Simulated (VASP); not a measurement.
# Y (P6_3/mmc) in VASP: a series of runs, part 2 of 2

VASP 6.6.1. Earlier steps stand in the parts before.

## Step 4: Single point, PBEsol (strain +0.050 along x and y, +0.050 along z)

File INCAR:

```
PREC = Accurate
ENCUT = 520
EDIFF = 1E-7
ISMEAR = 0
SIGMA = 0.15
LREAL = F
LASPH = T
NELM = 80
ALGO = Fast
ISIF = 2
LWAVE = F
LCHARG = F
GGA = PS
NBANDS = 18
```

File KPOINTS:

```
regular mesh
0
Gamma
  18 18 8
```

File POSCAR:

```
Y
1.0
    3.8340741989      0.0000000000      0.0000000000
   -1.9170370994      3.3204056563      0.0000000000
    0.0000000000      0.0000000000      6.0347700000
Y
2
Direct
    0.3333333333      0.6666666667      0.2500000000
    0.6666666667      0.3333333333      0.7500000000
```

Potentials or basis: VASP PAW PBE potentials, release 64 (Y_sv).

The run is started by

```
$ cat potpaw_PBE.64/Y_sv/POTCAR > POTCAR
$ mpirun -np 1 vasp_std > vasp.out
```

OUTCAR:

```text
PREC = Accurate
   ENCUT = 520
   EDIFF = 1E-7
   ISMEAR = 0
   LREAL = F
   LASPH = T
   NELM = 80
   ISIF = 2
   GGA = PS

 ion  position               nearest neighbor table
   1  0.333  0.667  0.250-   2 3.74   2 3.74   2 3.74   2 3.74   2 3.74   2 3.74
   2  0.667  0.333  0.750-   1 3.74   1 3.74   1 3.74   1 3.74   1 3.74   1 3.74

  LATTYP: Found a hexagonal cell.
 ALAT       =     3.8340741989
 C/A-ratio  =     1.5739836234

  Lattice vectors:

 A1 = (   3.8340741989,   0.0000000000,   0.0000000000)
 A2 = (  -1.9170370994,   3.3204056563,   0.0000000000)
 A3 = (   0.0000000000,   0.0000000000,   6.0347700000)

Analysis of symmetry for initial positions (statically):
=====================================================================
 Subroutine PRICEL returns:
 Original cell was already a primitive cell.

 Routine SETGRP: Setting up the symmetry group for a
 hexagonal supercell.

 Subroutine GETGRP returns: Found 24 space group operations
 (whereof 12 operations were pure point group operations)
 out of a pool of 24 trial point group operations.

The static configuration has the point symmetry D_3d.
 The point group associated with its full space group is D_6h.

Analysis of symmetry for dynamics (positions and initial velocities):
=====================================================================
 Subroutine PRICEL returns:
 Original cell was already a primitive cell.

 Routine SETGRP: Setting up the symmetry group for a
 hexagonal supercell.

 Subroutine GETGRP returns: Found 24 space group operations
 (whereof 12 operations were pure point group operations)
 out of a pool of 24 trial point group operations.

The dynamic configuration has the point symmetry D_3d.
 The point group associated with its full space group is D_6h.

 Subroutine INISYM returns: Found 24 space group operations
[... 107 lines left out ...]
   PSTRESS=    0.0 pullay stress
   NELECT =      22.0000    total number of electrons
   NUPDOWN=      -1.0000    fix difference up-down
   EMIN   =  10.00;   EMAX   =-10.00  energy-range for DOS
   EFERMI =   0.00;   METHOD = LEGACY
   ISMEAR =     0;   SIGMA  =   0.15  broadening in eV -4-tet -1-fermi 0-gaus
   EFERMI_NEDOS =   21; number of points for ismear=-14 and -15
   IALGO  =     68    algorithm
   IMIX   =      4    mixing-type and parameters
     AMIX     =   0.40;   BMIX     =  1.00
     AMIX_MAG =   1.60;   BMIX_MAG =  1.00
  volume/ion in A,a.u.               =      38.41       259.23
  Fermi-wavevector in a.u.,A,eV,Ry     =   1.079058  2.039125 15.842174  1.164367
  Thomas-Fermi vector in A             =   2.215013
   LORBIT       =      0    0 simple, 1 ext, 2 COOP (PROOUT), +10 PAW based schemes
   GGA     = PS    functional components
   LHFCALC =     F    Hartree Fock is set to
   AEXX    =    0.0000 exact exchange contribution
   IVDW    =     0    specifies the selected vdW correction
   LEPSILON=     F    determine dielectric tensor
   LRPA    =     F    only Hartree local field effects (RPA)
 non-spin polarized calculation
 RMM-DIIS sequential band-by-band and
 Gauss-broadening in eV      SIGMA  =   0.15
  energy-cutoff  :      520.00
  volume of cell :       76.83
 maximum number of plane-waves:      2098
 NGX is ok and might be reduce to    30
   NGX = 15   NGY = 15   NGZ = 23

 number of electron      22.0000001 magnetization

 Free energy of the ion-electron system (eV)
  ---------------------------------------------------
  ext. energy  EPLUGINS =         0.00000000
  ---------------------------------------------------
  free energy    TOTEN  =       -13.33108094 eV

  energy without entropy =      -13.27816880  energy(sigma->0) =      -13.30462487

 E-fermi :   2.1744     XC(G=0):  -8.9418

 val. band max:        2.1631595255   @ k =   0.2778   0.1111   0.0000
 cond. band min:       2.1745405257   @ k =   0.2222   0.1667   0.1250
 fundamental gap:      0.0113810002
 Fermi energy:         2.1743883586

 k-point     1 :       0.0000    0.0000    0.0000
  band No.  band energies     occupation
      1     -40.8459      2.00000
      2     -40.8097      2.00000
      3     -20.9777      2.00000
      4     -20.7039      2.00000
      5     -20.7039      2.00000
      6     -20.6502      2.00000
[... 481 lines left out ...]
      5     -20.8318      2.00000
      6     -20.7826      2.00000
[... 10 lines left out ...]
     17       6.3003      0.00000
     18       6.6725      0.00000

 [... further k-points ...]
[... 5 lines left out ...]
  --------------------------------------------------------------------------------------
  -------------------------------------------------------------------------------------
  Total       -2.9661390     -2.9661390     -3.2119075     -0.0000000      0.0000000      0.0000000
  in kB      -61.8571208    -61.8571208    -66.9824816     -0.0000000      0.0000000      0.0000000
  external PRESSURE =     -63.5655744 kB  Pullay stress =       0.0000000 kB

 VOLUME and BASIS-vectors are now :
 -----------------------------------------------------------------------------
  energy-cutoff  :      520.00
  volume of cell :       76.83
      direct lattice vectors                 reciprocal lattice vectors
     3.834074199  0.000000000  0.000000000     0.260819157  0.150584010  0.000000000
    -1.917037099  3.320405656  0.000000000     0.000000000  0.301168021  0.000000000
     0.000000000  0.000000000  6.034770000     0.000000000  0.000000000  0.165706398

 POSITION                                       TOTAL-FORCE (eV/Angst)
 -----------------------------------------------------------------------------------
     -0.00000      2.21360      1.50869        -0.000000      0.000000      0.000000
      1.91704      1.10680      4.52608         0.000000     -0.000000      0.000000
 -----------------------------------------------------------------------------------
    total drift:                               -0.000000      0.000000     -0.000000

  FREE ENERGIE OF THE ION-ELECTRON SYSTEM (eV)
  ---------------------------------------------------
  free  energy   TOTEN  =       -13.3310809370 eV

  energy  without entropy=      -13.2781688040  energy(sigma->0) =      -13.30462487
```

OSZICAR:

```text
N       E                     dE             d eps       ncg     rms          rms(c)
DAV:   1     0.859245852365E+02    0.85925E+02   -0.11144E+04  6660   0.113E+03
DAV:   2    -0.618727442947E+01   -0.92112E+02   -0.90631E+02  8232   0.254E+02
DAV:   3    -0.137109353435E+02   -0.75237E+01   -0.74559E+01 11848   0.423E+01
[... 19 lines left out ...]
RMM:  23    -0.133310804691E+02   -0.26324E-06   -0.27747E-06  6040   0.266E-03    0.109E-03
RMM:  24    -0.133310806735E+02   -0.20438E-06   -0.21164E-06  5678   0.215E-03    0.152E-03
RMM:  25    -0.133310807879E+02   -0.11442E-06   -0.13239E-06  5165   0.174E-03    0.962E-04
RMM:  26    -0.133310808792E+02   -0.91361E-07   -0.10178E-06  4747   0.146E-03    0.739E-04
RMM:  27    -0.133310809370E+02   -0.57735E-07   -0.64578E-07  4221   0.128E-03
   1 F= -.13331081E+02 E0= -.13304625E+02  d E =-.529121E-01
```

stdout:

```text
POSCAR found type information on POSCAR Y
[... 58 lines left out ...]
 num prob  num prob  num prob  num prob  num prob  num prob  num prob  num prob  num prob  num prob  num prob  num prob  num prob  num prob  num prob  num prob  num prob  num prob  num prob  num prob  num prob  num prob  num prob  num prob  num prob  num prob RMM:  26    -0.133310808792E+02   -0.91361E-07   -0.10178E-06  4747   0.146E-03    0.739E-04
 num prob  num prob  num prob  num prob  num prob  num prob  num prob  num prob  num prob  num prob  num prob  num prob  num prob  num prob  num prob  num prob  num prob  num prob  num prob  num prob  num prob  num prob  num prob  num prob  num prob  num prob  num prob  num prob  num prob  num prob  num prob  num prob  num prob RMM:  27    -0.133310809370E+02   -0.57735E-07   -0.64578E-07  4221   0.128E-03
```

Wall time 12 min (1 thread of Oxide Virtual Turin-like, shared host); peak memory 0.35 GiB.

Results:

- Free energy: -13.3311 eV
- Pressure: -6.4 GPa
- Band gap on the k mesh: zero (bands 11 and 12 overlap by 1.30 eV)

Caveat: the cell differs from its parent crystal (strain +0.050 along x and y, +0.050 along z); the cell stands under tension; the PAW data sets were made with another functional, which shifts forces and pressure a little.

## Step 5: Summary

| cell | further INCAR settings | gap on the mesh (eV) | pressure (GPa) |
| --- | --- | --- | --- |
| a = 3.743, b = 3.743, c = 6.035 Å, angles 90.0, 90.0, 120.0°, 2 atoms | ALGO = Fast; EDIFF = 1e-06; NBANDS = 18 | none | -5.3 |
| a = 3.834, b = 3.834, c = 5.891 Å, angles 90.0, 90.0, 120.0°, 2 atoms | ALGO = Fast; EDIFF = 1e-06; NBANDS = 18 | none | -5.8 |
| a = 3.834, b = 3.834, c = 6.035 Å, angles 90.0, 90.0, 120.0°, 2 atoms | ALGO = Fast; EDIFF = 1e-07; NBANDS = 18 | none | -6.4 |

Alike in all rows: task single point; level PBEsol; potentials or basis VASP PAW PBE potentials, release 64 (Y_sv); no spin polarisation; k mesh 18 × 18 × 8; cutoff (eV) 520; smearing gaussian 0.15 eV.

Caveats: the cell stands under tension; the PAW data sets were made with another functional, which shifts forces and pressure a little.

Absolute energies hang on the potentials; compare differences alone.
